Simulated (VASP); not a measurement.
# BN (Fmm2) in VASP: notebook, part 2 of 2

VASP 6.6.1.

**4. Single point, PBEsol (all B atoms moved +0.263 Å, as atom 1 along Cartesian [0 0 1])**

The input, INCAR:

```
  PREC = Accurate
  ENCUT = 520
  EDIFF = 1E-7
  ISMEAR = 0
  SIGMA = 0.05
  LREAL = F
  LASPH = T
  NELM = 80
  ALGO = Normal
  ISIF = 2
  LWAVE = F
  LCHARG = F
  GGA = PS
  NBANDS = 11
```

The input, KPOINTS:

```
Automatic mesh
0
Gamma
  12 12 12
```

The input, POSCAR:

```
BN
1.0
    0.0000000000      3.4953158300      2.1660912400
    1.2516321000      0.0000000000      2.1660912400
    1.2516321000      3.4953158300      0.0000000000
B N
1 1
Direct
    0.0606416655      0.0606416655      0.9393583345
    0.6666513400      0.6666513400      0.3333486600
```

Potentials or basis: VASP PAW PBE potentials, release 64 (B, N).

Run with:

```console
> cat potpaw_PBE.64/B/POTCAR potpaw_PBE.64/N/POTCAR > POTCAR
> mpirun -np 1 vasp_std > vasp.out
```

OUTCAR:

```text
PREC = Accurate
   ENCUT = 520
   EDIFF = 1E-7
   ISMEAR = 0
   LREAL = F
   LASPH = T
   NELM = 80
   ISIF = 2
   GGA = PS

 ion  position               nearest neighbor table
   1  0.061  0.061  0.939-   2 1.33   2 1.33   2 1.71
   2  0.667  0.667  0.333-   1 1.33   1 1.33   1 1.71

  LATTYP: Found a face centered orthorhombic cell.
 ALAT       =     2.5032642000
 B/A-ratio  =     1.7306133647
 C/A-ratio  =     2.7926064137

  Lattice vectors:

 A1 = (   0.0000000000,   3.4953158300,   2.1660912400)
 A2 = (  -1.2516321000,   3.4953158300,   0.0000000000)
 A3 = (  -1.2516321000,   0.0000000000,   2.1660912400)

Analysis of symmetry for initial positions (statically):
=====================================================================
 Subroutine PRICEL returns:
 Original cell was already a primitive cell.

 Routine SETGRP: Setting up the symmetry group for a
 face centered orthorhombic supercell.

 Subroutine GETGRP returns: Found  4 space group operations
 (whereof  4 operations were pure point group operations)
 out of a pool of  8 trial point group operations.

The static configuration has the point symmetry C_2v.

Analysis of symmetry for dynamics (positions and initial velocities):
=====================================================================
 Subroutine PRICEL returns:
 Original cell was already a primitive cell.

 Routine SETGRP: Setting up the symmetry group for a
 face centered orthorhombic supercell.

 Subroutine GETGRP returns: Found  4 space group operations
 (whereof  4 operations were pure point group operations)
 out of a pool of  8 trial point group operations.

The dynamic configuration has the point symmetry C_2v.

 Subroutine INISYM returns: Found  4 space group operations
 (whereof  4 operations are pure point group operations),
 and found     1 'primitive' translations

----------------------------------------------------------------------------------------

                                     Primitive cell

  volume of cell :      18.9526

  direct lattice vectors                    reciprocal lattice vectors
     0.000000000  3.495315830  2.166091240    -0.399478409  0.143048590  0.230830535
     1.251632100  0.000000000  2.166091240     0.399478409 -0.143048590  0.230830535
     1.251632100  3.495315830  0.000000000     0.399478409  0.143048590 -0.230830535

  length of vectors
     4.112077822  2.501706252  3.712656147     0.483041027  0.483041027  0.483041027

  position of ions in fractional coordinates (direct lattice)
     0.060641666  0.060641666  0.939358334
     0.666651340  0.666651340  0.333348660

  ion indices of the primitive-cell ions
   primitive index   ion index
                 1           1
                 2           2

----------------------------------------------------------------------------------------

 KPOINTS: Automatic mesh

Automatic generation of k-mesh.
 Grid dimensions read from file:
 generate k-points for:   12   12   12

 Generating k-lattice:

  Cartesian coordinates                     Fractional coordinates (reciprocal lattice)
[... 21 lines left out ...]
  0.333333  0.000000  0.000000      8.000000
  0.416667  0.000000 -0.000000      8.000000
[... 16 lines left out ...]
  0.500000  0.166667  0.000000      8.000000
 -0.416667  0.166667  0.000000      8.000000
 [... further k-points ...]
   k-points           NKPTS =    280   k-points in BZ     NKDIM =    280   number of bands    NBANDS=     11
   number of dos      NEDOS =    301   number of ions     NIONS =      2
   total plane-waves  NPLWV =  17920
   dimension x,y,z NGX =    32 NGY =   20 NGZ =   28
   dimension x,y,z NGXF=    64 NGYF=   40 NGZF=   56
   ions per type =               1   1
   NGX,Y,Z   is equivalent  to a cutoff of  12.94, 13.29, 12.54 a.u.
   NGXF,Y,Z  is equivalent  to a cutoff of  25.87, 26.58, 25.08 a.u.
 SYSTEM =  unknown system
   PREC   = accura    normal or accurate (medium, high low for compatibility)
   ISTART =      0    job   : 0-new  1-cont  2-samecut
   ICHARG =      2    charge: 1-file 2-atom 10-const
   ISPIN  =      1    spin polarized calculation?
   LNONCOLLINEAR =      F non collinear calculations
   LSORBIT =      F    spin-orbit coupling
   LASPH  =      T    aspherical Exc in radial PAW
   ENCUT  =  520.0 eV  38.22 Ry    6.18 a.u.   7.65  4.65  6.90*2*pi/ulx,y,z
   NELM   =     80;   NELMIN=  2; NELMDL= -5     # of ELM steps
   EDIFF  = 0.1E-06   stopping-criterion for ELM
   LREAL  =      F    real-space projection
   EDIFFG = 0.1E-05   stopping-criterion for IOM
   NSW    =      0    number of steps for IOM
   IBRION =     -1    ionic relax: 0-MD 1-quasi-New 2-CG
   NFREE  =      0    steps in history (QN), initial steepest desc. (CG)
   ISIF   =      2    stress and relaxation
   ISYM   =      2    0-nonsym 1-usesym 2-fastsym
   POTIM  = 0.5000    time-step for ionic-motion
   TEBEG  =    0.0;   TEEND  =   0.0 temperature during run
   PSTRESS=    0.0 pullay stress
   NELECT =       8.0000    total number of electrons
   NUPDOWN=      -1.0000    fix difference up-down
   EMIN   =  10.00;   EMAX   =-10.00  energy-range for DOS
   EFERMI =   0.00;   METHOD = LEGACY
   ISMEAR =     0;   SIGMA  =   0.05  broadening in eV -4-tet -1-fermi 0-gaus
   EFERMI_NEDOS =   21; number of points for ismear=-14 and -15
   IALGO  =     38    algorithm
   IMIX   =      4    mixing-type and parameters
     AMIX     =   0.40;   BMIX     =  1.00
     AMIX_MAG =   1.60;   BMIX_MAG =  1.00
  volume/ion in A,a.u.               =       9.48        63.95
  Fermi-wavevector in a.u.,A,eV,Ry     =   1.228047  2.320672 20.518928  1.508099
  Thomas-Fermi vector in A             =   2.362987
   LORBIT       =      0    0 simple, 1 ext, 2 COOP (PROOUT), +10 PAW based schemes
   GGA     = PS    functional components
   LHFCALC =     F    Hartree Fock is set to
   AEXX    =    0.0000 exact exchange contribution
   IVDW    =     0    specifies the selected vdW correction
   LEPSILON=     F    determine dielectric tensor
   LRPA    =     F    only Hartree local field effects (RPA)
 non-spin polarized calculation
 Gauss-broadening in eV      SIGMA  =   0.05
  energy-cutoff  :      520.00
  volume of cell :       18.95
 maximum number of plane-waves:       529
   NGX = 15   NGY =  9   NGZ = 13

 number of electron       8.0000000 magnetization

 Free energy of the ion-electron system (eV)
  ---------------------------------------------------
  ext. energy  EPLUGINS =         0.00000000
  ---------------------------------------------------
  free energy    TOTEN  =       -17.23685939 eV

  energy without entropy =      -17.23685939  energy(sigma->0) =      -17.23685939

 E-fermi :   3.4716     XC(G=0):  -9.9342

 val. band max:        3.2597955196   @ k =   0.5000   0.0000   0.5000
 cond. band min:       5.6364397529   @ k =   0.5000   0.0000   0.0000
 fundamental gap:      2.3766442333
 Fermi energy:         3.4715506017

 k-point     1 :       0.0000    0.0000    0.0000
  band No.  band energies     occupation
      1     -15.9724      2.00000
      2      -2.7740      2.00000
      3      -2.4620      2.00000
      4       3.2338      2.00000
      5       6.4774      0.00000
      6      10.4247      0.00000
      7      15.0903      0.00000
      8      16.4415      0.00000
      9      17.8813      0.00000
     10      26.5291      0.00000
     11      28.0391      0.00000
[... 309 lines left out ...]
 k-point    24 :      -0.4167    0.1667    0.0000
  band No.  band energies     occupation
      1     -12.9063      2.00000
      2      -7.0980      2.00000
      3      -2.6572      2.00000
      4       1.3631      2.00000
      5       5.8874      0.00000
      6      12.0540      0.00000
      7      14.8612      0.00000
      8      16.9238      0.00000
      9      19.8164      0.00000
     10      22.8155      0.00000
     11      24.0354      0.00000

 [... further k-points ...]

------------------------ aborting loop because EDIFF is reached ----------------------------------------

  FORCE on cell =-STRESS in cart. coord.  units (eV):
  Direction    XX          YY          ZZ          XY          YZ          ZX
  --------------------------------------------------------------------------------------
  -------------------------------------------------------------------------------------
  Total        6.2010425     -0.0174342      0.4854131      0.0000000      0.0000000      0.0000000
  in kB      524.2101549     -1.4738161     41.0347932      0.0000000      0.0000000      0.0000000
  external PRESSURE =     187.9237107 kB  Pullay stress =       0.0000000 kB

 VOLUME and BASIS-vectors are now :
 -----------------------------------------------------------------------------
  energy-cutoff  :      520.00
  volume of cell :       18.95
      direct lattice vectors                 reciprocal lattice vectors
     0.000000000  3.495315830  2.166091240    -0.399478409  0.143048590  0.230830535
     1.251632100  0.000000000  2.166091240     0.399478409 -0.143048590  0.230830535
     1.251632100  3.495315830  0.000000000     0.399478409  0.143048590 -0.230830535

 POSITION                                       TOTAL-FORCE (eV/Angst)
 -----------------------------------------------------------------------------------
      1.25163      3.49532      0.26271         0.000000      0.000000     -6.385518
      1.25163      3.49532      2.88806         0.000000      0.000000      6.385518
 -----------------------------------------------------------------------------------
    total drift:                                0.000006     -0.000011     -0.000139

  FREE ENERGIE OF THE ION-ELECTRON SYSTEM (eV)
  ---------------------------------------------------
  free  energy   TOTEN  =       -17.2368593856 eV

  energy  without entropy=      -17.2368593856  energy(sigma->0) =      -17.23685939
```

OSZICAR:

```text
N       E                     dE             d eps       ncg     rms          rms(c)
DAV:   1     0.122133163074E+02    0.12213E+02   -0.41971E+03  6336   0.642E+02
DAV:   2    -0.186173945112E+02   -0.30831E+02   -0.29738E+02  7458   0.157E+02
DAV:   3    -0.193590184121E+02   -0.74162E+00   -0.74076E+00  7454   0.225E+01
DAV:   4    -0.193614871345E+02   -0.24687E-02   -0.24687E-02  6849   0.144E+00
DAV:   5    -0.193614988861E+02   -0.11752E-04   -0.11752E-04  7556   0.877E-02    0.867E+00
DAV:   6    -0.174696419171E+02    0.18919E+01   -0.62151E+00  7154   0.138E+01    0.390E+00
DAV:   7    -0.172839332269E+02    0.18571E+00   -0.30856E-01  7264   0.407E+00    0.234E+00
DAV:   8    -0.172362713387E+02    0.47662E-01   -0.12685E-01  7237   0.224E+00    0.280E-01
DAV:   9    -0.172364432077E+02   -0.17187E-03   -0.44875E-03  6724   0.525E-01    0.150E-01
DAV:  10    -0.172368152590E+02   -0.37205E-03   -0.61608E-04  6932   0.182E-01    0.290E-02
DAV:  11    -0.172368522605E+02   -0.37002E-04   -0.44376E-05  7133   0.488E-02    0.249E-02
DAV:  12    -0.172368591129E+02   -0.68523E-05   -0.13011E-05  6723   0.219E-02    0.203E-03
DAV:  13    -0.172368593879E+02   -0.27498E-06   -0.66297E-07  7211   0.645E-03    0.861E-04
DAV:  14    -0.172368593856E+02    0.22807E-08   -0.37297E-08  6019   0.132E-03
   1 F= -.17236859E+02 E0= -.17236859E+02  d E =-.109633E-11
```

stdout:

```text
POSCAR found type information on POSCAR B N
 POSCAR found :  2 types and       2 ions
 scaLAPACK will be used
 -----------------------------------------------------------------------------
|                                                                             |
|                                                                             |
|     You enforced a specific xc type in the INCAR file but a different       |
|     I HOPE YOU KNOW WHAT YOU ARE DOING!                                     |
|                                                                             |
 -----------------------------------------------------------------------------

 LDA part: xc-table for (Slater+PW92), standard interpolation
 POSCAR, INCAR and KPOINTS ok, starting setup
 FFT: planning ... GRIDC
 FFT: planning ... GRID_SOFT
 FFT: planning ... GRID
 WAVECAR not read
 entering main loop
```

It took 2.8 min on 1 thread of AMD EPYC 7R13, shared host; peak memory 0.15 GiB.

What came out:

```
Free energy            : -17.2369 eV
Pressure               : 18.8 GPa
Largest force          : 6.386 eV/Å
Band gap on the k mesh : 2.38 eV, indirect (least direct gap 3.24 eV)
```

Forces on the atoms (eV/Å):
```
B    0.000  0.000 -6.386
N    0.000  0.000  6.386
```

Levels at points of the mesh, in eV from the valence-band top:
| k point | band 1 | band 2 | band 3 | band 4 | band 5 | band 6 | band 7 | band 8 |
| --- | --- | --- | --- | --- | --- | --- | --- | --- |
| (0.00, 0.00, 0.00) | -19.23 | -6.03 | -5.72 | -0.03 | 3.22 | 7.16 | 11.83 | 13.18 |
| (0.50, 0.00, 0.00) | -16.43 | -10.65 | -4.24 | -2.14 | 2.38 | 6.75 | 11.59 | 13.89 |
| (0.50, 0.50, 0.00) | -15.84 | -9.94 | -7.43 | -2.95 | 6.81 | 7.62 | 11.05 | 12.31 |
| (0.50, 0.00, 0.50) | -19.03 | -7.68 | -5.74 | 0.00 | 6.89 | 8.06 | 10.81 | 14.42 |
| (0.00, 0.50, 0.50) | -15.72 | -9.75 | -7.46 | -3.88 | 4.37 | 8.31 | 12.25 | 15.73 |

Caveat: the cell differs from its parent crystal (all B atoms moved +0.263 Å, as atom 1 along Cartesian [0 0 1]); the PAW data sets were made with another functional, which shifts forces and pressure a little.
